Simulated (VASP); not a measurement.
# Rh (P6_3/mmc) in VASP: further runs

The runs below take Rh through single point, with PBEsol.

All numbers are computed with VASP 6.6.1; they aren't measurements. Logs are shortened: lines on timing, memory, paths and dates and some standing lists are left out, and cuts for length are marked.

**1. The cell of the first run**

Symmetry: P6_3/mmc, No. 194, hexagonal system. The conventional cell has a = 2.692 Å, b = 2.692 Å, c = 8.798 Å, α = 90.00°, β = 90.00°, γ = 120.00°. Rh (site symmetry -3m) has 12 Rh at 2.69 Å within 3.5 Å. Rh (site symmetry -6m2) has 12 Rh at 2.69 Å within 3.5 Å.

This isn't the form of Rh at room conditions, which is fcc.

**2. Single point, PBEsol**

The input, INCAR:

```
SYSTEM = Rh
  PREC = Accurate
  ENCUT = 500
  EDIFF = 1E-6
  ISMEAR = 1
  SIGMA = 0.1
  LREAL = .FALSE.
  LASPH = .TRUE.
  NELM = 120
  ALGO = Normal
  ISIF = 2
  LWAVE = .FALSE.
  LCHARG = .TRUE.
  GGA = PS
  LELF = .TRUE.
  LVHAR = .TRUE.
  NBANDS = 38
  GGA_COMPAT = .FALSE.
```

The input, KPOINTS:

```
Automatic mesh
0
G
  11 11 3
  0 0 0
```

The input, POSCAR:

```
Rh
1.0
    2.6917400000      0.0000000000      0.0000000000
   -1.3458700000      2.3311200000      0.0000000000
    0.0000000000      0.0000000000      8.7980700000
Rh
4
Direct
    0.0000000000      0.0000000000      0.0000000000
    0.3333333333      0.6666666667      0.2500000000
    0.0000000000      0.0000000000      0.5000000000
    0.6666666667      0.3333333333      0.7500000000
```

Potentials or basis: VASP PAW PBE potentials, release 64 (Rh_pv).

Launch:

```
> cat potpaw_PBE.64/Rh_pv/POTCAR > POTCAR
> mpirun -np 1 vasp_std > vasp.out
```

OUTCAR:

```text
SYSTEM = Rh
   PREC = Accurate
   ENCUT = 500
   EDIFF = 1E-6
   ISMEAR = 1
   LREAL = .FALSE.
   LASPH = .TRUE.
   NELM = 120
   ISIF = 2
   GGA = PS

 ion  position               nearest neighbor table
   1  0.000  0.000  0.000-   2 2.69   4 2.69   4 2.69   2 2.69   4 2.69   2 2.69
   2  0.333  0.667  0.250-   1 2.69   3 2.69   1 2.69   3 2.69   1 2.69   3 2.69
   3  0.000  0.000  0.500-   2 2.69   4 2.69   4 2.69   2 2.69   4 2.69   2 2.69
   4  0.667  0.333  0.750-   1 2.69   3 2.69   1 2.69   3 2.69   1 2.69   3 2.69

  LATTYP: Found a hexagonal cell.
 ALAT       =     2.6917400000
 C/A-ratio  =     3.2685437672

  Lattice vectors:

 A1 = (   2.6917400000,   0.0000000000,   0.0000000000)
 A2 = (  -1.3458700000,   2.3311200000,   0.0000000000)
 A3 = (   0.0000000000,   0.0000000000,   8.7980700000)

Analysis of symmetry for initial positions (statically):
=====================================================================
 Subroutine PRICEL returns:
 Original cell was already a primitive cell.

 Routine SETGRP: Setting up the symmetry group for a
 hexagonal supercell.

 Subroutine GETGRP returns: Found 24 space group operations
 (whereof 12 operations were pure point group operations)
 out of a pool of 24 trial point group operations.

The static configuration has the point symmetry D_3d.
 The point group associated with its full space group is D_6h.

Analysis of symmetry for dynamics (positions and initial velocities):
=====================================================================
 Subroutine PRICEL returns:
 Original cell was already a primitive cell.

 Routine SETGRP: Setting up the symmetry group for a
 hexagonal supercell.

 Subroutine GETGRP returns: Found 24 space group operations
 (whereof 12 operations were pure point group operations)
 out of a pool of 24 trial point group operations.

The dynamic configuration has the point symmetry D_3d.
 The point group associated with its full space group is D_6h.

 Subroutine INISYM returns: Found 24 space group operations
 (whereof 12 operations are pure point group operations),
 and found     1 'primitive' translations

----------------------------------------------------------------------------------------

                                     Primitive cell

  volume of cell :      55.2059

  direct lattice vectors                    reciprocal lattice vectors
     2.691740000  0.000000000  0.000000000     0.371506906  0.214489173  0.000000000
    -1.345870000  2.331120000  0.000000000     0.000000000  0.428978345  0.000000000
     0.000000000  0.000000000  8.798070000     0.000000000  0.000000000  0.113661292

  length of vectors
     2.691740000  2.691744139  8.798070000     0.428979005  0.428978345  0.113661292

  position of ions in fractional coordinates (direct lattice)
     0.000000000  0.000000000  0.000000000
     0.333333333  0.666666667  0.250000000
     0.000000000  0.000000000  0.500000000
     0.666666667  0.333333333  0.750000000

  ion indices of the primitive-cell ions
   primitive index   ion index
                 1           1
                 2           2
                 3           3
                 4           4

----------------------------------------------------------------------------------------

 KPOINTS: Automatic mesh

Automatic generation of k-mesh.
 Grid dimensions read from file:
 generate k-points for:   11   11    3

 Generating k-lattice:

  Cartesian coordinates                     Fractional coordinates (reciprocal lattice)
     0.033773355  0.019499016  0.000000000     0.090909091  0.000000000  0.000000000
     0.000000000  0.038998031  0.000000000     0.000000000  0.090909091  0.000000000
     0.000000000  0.000000000  0.037887097     0.000000000  0.000000000  0.333333333

  Length of vectors
     0.038998091  0.038998031  0.037887097

  Shift w.r.t. Gamma in fractional coordinates (k-lattice)
     0.000000000  0.000000000  0.000000000

 Subroutine IBZKPT returns following result:
 ===========================================

 Found     32 irreducible k-points:

 Following reciprocal coordinates:
            Coordinates               Weight
  0.000000  0.000000  0.000000      1.000000
  0.090909  0.000000  0.000000      6.000000
  0.181818 -0.000000  0.000000      6.000000
  0.272727  0.000000  0.000000      6.000000
  0.363636  0.000000  0.000000      6.000000
  0.454545  0.000000  0.000000      6.000000
[... 16 lines left out ...]
  0.090909  0.090909  0.333333     12.000000
  0.181818  0.090909  0.333333     24.000000
 [... further k-points ...]
   k-points           NKPTS =     32   k-points in BZ     NKDIM =     32   number of bands    NBANDS=     38
   number of dos      NEDOS =    301   number of ions     NIONS =      4
   total plane-waves  NPLWV =  25600
   dimension x,y,z NGX =    20 NGY =   20 NGZ =   64
   dimension x,y,z NGXF=    40 NGYF=   40 NGZF=  128
   ions per type =               4
   NGX,Y,Z   is equivalent  to a cutoff of  12.35, 12.35, 12.09 a.u.
   NGXF,Y,Z  is equivalent  to a cutoff of  24.70, 24.70, 24.19 a.u.
 SYSTEM =  Rh
   PREC   = accura    normal or accurate (medium, high low for compatibility)
   ISTART =      0    job   : 0-new  1-cont  2-samecut
   ICHARG =      2    charge: 1-file 2-atom 10-const
   ISPIN  =      1    spin polarized calculation?
   LNONCOLLINEAR =      F non collinear calculations
   LSORBIT =      F    spin-orbit coupling
   LASPH  =      T    aspherical Exc in radial PAW
   ENCUT  =  500.0 eV  36.75 Ry    6.06 a.u.   4.91  4.91 16.04*2*pi/ulx,y,z
   NELM   =    120;   NELMIN=  2; NELMDL= -5     # of ELM steps
   EDIFF  = 0.1E-05   stopping-criterion for ELM
   LREAL  =      F    real-space projection
[... 7 lines left out ...]
   TEBEG  =    0.0;   TEEND  =   0.0 temperature during run
   PSTRESS=    0.0 pullay stress
   NELECT =      60.0000    total number of electrons
   NUPDOWN=      -1.0000    fix difference up-down
   EMIN   =  10.00;   EMAX   =-10.00  energy-range for DOS
   EFERMI =   0.00;   METHOD = LEGACY
   ISMEAR =     1;   SIGMA  =   0.10  broadening in eV -4-tet -1-fermi 0-gaus
   EFERMI_NEDOS =   21; number of points for ismear=-14 and -15
   IALGO  =     38    algorithm
   IMIX   =      4    mixing-type and parameters
     AMIX     =   0.40;   BMIX     =  1.00
     AMIX_MAG =   1.60;   BMIX_MAG =  1.00
  volume/ion in A,a.u.               =      13.80        93.14
  Fermi-wavevector in a.u.,A,eV,Ry     =   1.683179  3.180746 38.546532  2.833090
  Thomas-Fermi vector in A             =   2.766426
   LORBIT       =      0    0 simple, 1 ext, 2 COOP (PROOUT), +10 PAW based schemes
   GGA     = PS    functional components
   LHFCALC =     F    Hartree Fock is set to
   AEXX    =    0.0000 exact exchange contribution
   IVDW    =     0    specifies the selected vdW correction
   LEPSILON=     F    determine dielectric tensor
   LRPA    =     F    only Hartree local field effects (RPA)
 non-spin polarized calculation
 Methfessel and Paxton  Order N= 1 SIGMA  =   0.10
  energy-cutoff  :      500.00
  volume of cell :       55.21
 maximum number of plane-waves:      1424
 NGX is ok and might be reduce to    20
   NGX =  9   NGY =  9   NGZ = 33

 number of electron      60.0000017 magnetization

 Free energy of the ion-electron system (eV)
  ---------------------------------------------------
  ext. energy  EPLUGINS =         0.00000000
  ---------------------------------------------------
  free energy    TOTEN  =       -32.44186209 eV

  energy without entropy =      -32.43594963  energy(sigma->0) =      -32.43989127

 E-fermi :  11.6963     XC(G=0): -14.1928

 val. band max:       11.6954635961   @ k =   0.2727   0.0909   0.0000
 cond. band min:      11.7017538263   @ k =   0.3636   0.0000   0.3333
 fundamental gap:      0.0062902302
 Fermi energy:        11.6963233994

 k-point     1 :       0.0000    0.0000    0.0000
  band No.  band energies     occupation
      1     -35.3689      2.00000
      2     -35.0140      2.00000
      3     -35.0117      2.00000
      4     -34.7304      2.00000
      5     -34.7303      2.00000
      6     -34.6830      2.00000
[... 30 lines left out ...]
     37      20.1902      0.00000
     38      26.0580      0.00000

 k-point     2 :       0.0909    0.0000    0.0000
  band No.  band energies     occupation
      1     -35.3500      2.00000
      2     -35.0189      2.00000
      3     -35.0170      2.00000
      4     -34.7743      2.00000
      5     -34.7445      2.00000
      6     -34.7174      2.00000
[... 30 lines left out ...]
     37      20.1438      0.00000
     38      26.3692      0.00000

 k-point     3 :       0.1818   -0.0000    0.0000
  band No.  band energies     occupation
      1     -35.2972      2.00000
      2     -35.0493      2.00000
      3     -35.0472      2.00000
      4     -34.8873      2.00000
      5     -34.8163      2.00000
      6     -34.7867      2.00000
[... 30 lines left out ...]
     37      20.0466      0.00000
     38      26.8099      0.00000

 k-point     4 :       0.2727    0.0000    0.0000
  band No.  band energies     occupation
      1     -35.2269      2.00000
      2     -35.1432      2.00000
      3     -35.1203      2.00000
      4     -35.0273      2.00000
      5     -34.9722      2.00000
      6     -34.8421      2.00000
[... 30 lines left out ...]
     37      20.0163      0.00000
     38      24.4560      0.00000
[... 703 lines left out ...]
      4     -35.2352      2.00000
      5     -34.9763      2.00000
      6     -34.9248      2.00000
[... 30 lines left out ...]
     37      20.7266      0.00000
     38      20.7897      0.00000

 k-point    23 :       0.0909    0.0909    0.3333
  band No.  band energies     occupation
      1     -35.2769      2.00000
      2     -35.1749      2.00000
      3     -34.8972      2.00000
      4     -34.8359      2.00000
      5     -34.8084      2.00000
      6     -34.8056      2.00000
[... 30 lines left out ...]
     37      21.5934      0.00000
     38      24.4100      0.00000

 k-point    24 :       0.1818    0.0909    0.3333
  band No.  band energies     occupation
      1     -35.2293      2.00000
      2     -35.1728      2.00000
      3     -35.0118      2.00000
      4     -34.9466      2.00000
      5     -34.9401      2.00000
      6     -34.8867      2.00000
[... 30 lines left out ...]
     37      21.9246      0.00000
     38      24.7938      0.00000

 [... further k-points ...]

------------------------ aborting loop because EDIFF is reached ----------------------------------------

  FORCE on cell =-STRESS in cart. coord.  units (eV):
  Direction    XX          YY          ZZ          XY          YZ          ZX
  --------------------------------------------------------------------------------------
  -------------------------------------------------------------------------------------
  Total       -1.7453212     -1.7453284     -2.3494545      0.0000000      0.0000000     -0.0000000
  in kB      -50.6524907    -50.6526984    -68.1855705      0.0000000      0.0000000     -0.0000000
  external PRESSURE =     -56.4969199 kB  Pullay stress =       0.0000000 kB

 VOLUME and BASIS-vectors are now :
 -----------------------------------------------------------------------------
  energy-cutoff  :      500.00
  volume of cell :       55.21
      direct lattice vectors                 reciprocal lattice vectors
     2.691740000  0.000000000  0.000000000     0.371506906  0.214489173  0.000000000
    -1.345870000  2.331120000  0.000000000     0.000000000  0.428978345  0.000000000
     0.000000000  0.000000000  8.798070000     0.000000000  0.000000000  0.113661292

 POSITION                                       TOTAL-FORCE (eV/Angst)
 -----------------------------------------------------------------------------------
      0.00000      0.00000      0.00000        -0.000000      0.000000      0.000000
     -0.00000      1.55408      2.19952        -0.000000     -0.000000     -0.000000
      0.00000      0.00000      4.39903        -0.000000      0.000000      0.000000
      1.34587      0.77704      6.59855         0.000000      0.000000     -0.000000
 -----------------------------------------------------------------------------------
    total drift:                                0.000000     -0.000000      0.000000

  FREE ENERGIE OF THE ION-ELECTRON SYSTEM (eV)
  ---------------------------------------------------
  free  energy   TOTEN  =       -32.4418620935 eV

  energy  without entropy=      -32.4359496348  energy(sigma->0) =      -32.43989127
```

Wall time 91 s (1 thread of AMD EPYC 7R13, shared host); peak memory 0.16 GiB.

Results:

| Quantity | Value |
| --- | --- |
| Free energy | -32.4419 eV |
| Pressure | -5.6 GPa |
| Band gap on the k mesh | zero (bands 30 and 31 overlap by 1.64 eV) |

Levels at points of the mesh, in eV from the Fermi level:
| k point | band 26 | band 27 | band 28 | band 29 | band 30 | band 31 | band 32 | band 33 |
| --- | --- | --- | --- | --- | --- | --- | --- | --- |
| (0.00, 0.00, 0.00) | -2.62 | -2.62 | -1.42 | -1.42 | -0.83 | -0.83 | -0.33 | -0.33 |

Caveat: the cell stands under tension; the PAW data sets were made with another functional, which shifts forces and pressure a little.

**3. Single point, PBEsol**

The input, INCAR:

```
SYSTEM = Rh
ALGO = Normal ; EDIFF = 1E-6
ENCUT = 500 ; GGA = PS
GGA_COMPAT = .FALSE. ; ISIF = 2
ISMEAR = 1 ; LASPH = .TRUE.
LCHARG = .FALSE. ; LREAL = .FALSE.
LWAVE = .FALSE. ; NBANDS = 38
NELM = 120 ; PREC = Accurate
SIGMA = 0.05
```

The input, KPOINTS:

```
k-points
0
G
  11 11 3
  0 0 0
```

POSCAR is that of step 2.

Potentials or basis: VASP PAW PBE potentials, release 64 (Rh_pv).

Launch:

```
> cat potpaw_PBE.64/Rh_pv/POTCAR > POTCAR
> mpirun -np 1 vasp_std > vasp.out
```

It took 69 s on 1 thread of AMD EPYC 7R13, shared host; peak memory 0.16 GiB.

Results (log left out):

```yaml
Free_energy: -32.4393 eV
Pressure: -5.7 GPa
Band_gap_on_the_k_mesh: zero (bands 30 and 31 overlap by 1.64 eV)
```

Stress tensor (GPa, compression positive):
```
-5.07  0.00  0.00
 0.00 -5.07  0.00
 0.00  0.00 -6.85
```

Levels at points of the mesh, in eV from the Fermi level:
| k point | band 26 | band 27 | band 28 | band 29 | band 30 | band 31 | band 32 | band 33 |
| --- | --- | --- | --- | --- | --- | --- | --- | --- |
| (0.00, 0.00, 0.00) | -2.61 | -2.61 | -1.42 | -1.42 | -0.83 | -0.83 | -0.33 | -0.33 |

Caveat: the cell stands under tension; the PAW data sets were made with another functional, which shifts forces and pressure a little.

**4. Single point, PBEsol**

INCAR, as its differences from that of step 3:

```diff
@@ -8,2 +8,2 @@
 NELM = 120 ; PREC = Accurate
-SIGMA = 0.05
+SIGMA = 0.025
```

KPOINTS is that of step 3.

POSCAR is that of step 3.

Launch:

```
> cat potpaw_PBE.64/Rh_pv/POTCAR > POTCAR
> mpirun -np 1 vasp_std > vasp.out
```

Run time: 70 s. Hardware: 1 thread of AMD EPYC 7R13, shared host; peak memory 0.16 GiB.

Results (log left out):

```yaml
Free_energy: -32.4389 eV
Pressure: -5.7 GPa
Band_gap_on_the_k_mesh: zero (bands 30 and 31 overlap by 1.64 eV)
```

Stress tensor (GPa, compression positive):
```
-4.99  0.00  0.00
 0.00 -4.99  0.00
 0.00  0.00 -7.02
```

Levels at points of the mesh, in eV from the Fermi level:
| k point | band 27 | band 28 | band 29 | band 30 | band 31 | band 32 |
| --- | --- | --- | --- | --- | --- | --- |
| (0.00, 0.00, 0.00) | -2.61 | -1.42 | -1.42 | -0.82 | -0.82 | -0.33 |

Caveat: the cell stands under tension; the PAW data sets were made with another functional, which shifts forces and pressure a little.

**5. Overview**

| smearing | gap on the mesh (eV) | pressure (GPa) |
| --- | --- | --- |
| methfessel-paxton 0.1 eV | none | -5.6 |
| methfessel-paxton 0.05 eV | none | -5.7 |
| methfessel-paxton 0.025 eV | none | -5.7 |

Alike in all rows: task single point; level PBEsol; potentials or basis VASP PAW PBE potentials, release 64 (Rh_pv); no spin polarisation; cell as given; k mesh 11 × 11 × 3; cutoff (eV) 500.

Caveats: the cell stands under tension; the PAW data sets were made with another functional, which shifts forces and pressure a little.

Total energies depend on the potentials used, so only differences within one code and one set of settings carry meaning.
